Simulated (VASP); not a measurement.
Here is a VASP 6.6.1 calculation.

The input INCAR:

```
SYSTEM = SnH5
  PREC = Accurate
  ENCUT = 520
  EDIFF = 1E-6
  ISMEAR = 0
  SIGMA = 0.1
  LREAL = .False.
  LASPH = .True.
  NELM = 100
  ALGO = Normal
  ISIF = 2
  LWAVE = .False.
  LCHARG = .False.
  GGA = PE
  NBANDS = 18
```

KPOINTS

```
Automatic mesh
0
Gamma
  12 12 6
  0 0 0
```

File POSCAR:

```
SnH5
1.0
    2.9404900250      0.0000000000      0.0000000000
   -1.4702450125      2.5465390612      0.0000000000
    0.0000000000      0.0000000000      8.8530262566
Sn H
1 5
Direct
    0.0000000000      0.0000000000      0.5000000000
    0.5000000000      0.0000000000      0.0000000000
    0.0000000000      0.5000000000      0.0000000000
    0.5000000000      0.5000000000      0.0000000000
    0.0000000000      0.0000000000      0.2977902181
    0.0000000000      0.0000000000      0.7022097819
```

Potentials or basis: VASP PAW PBE potentials, release 64 (Sn_d, H).

Launch:

```console
$ cat potpaw_PBE.64/Sn_d/POTCAR potpaw_PBE.64/H/POTCAR > POTCAR
$ mpirun -np 1 vasp_std > vasp.out
```

Estimate the largest force.

0.006 eV/Å.

Predict the pressure.

-0.1 GPa.

Forces on the atoms (eV/Å):
```
Sn   0.000  0.000  0.000
H    0.000  0.000  0.000
H    0.000  0.000  0.000
H    0.000  0.000  0.000
H    0.000  0.000  0.006
H    0.000  0.000 -0.006
```
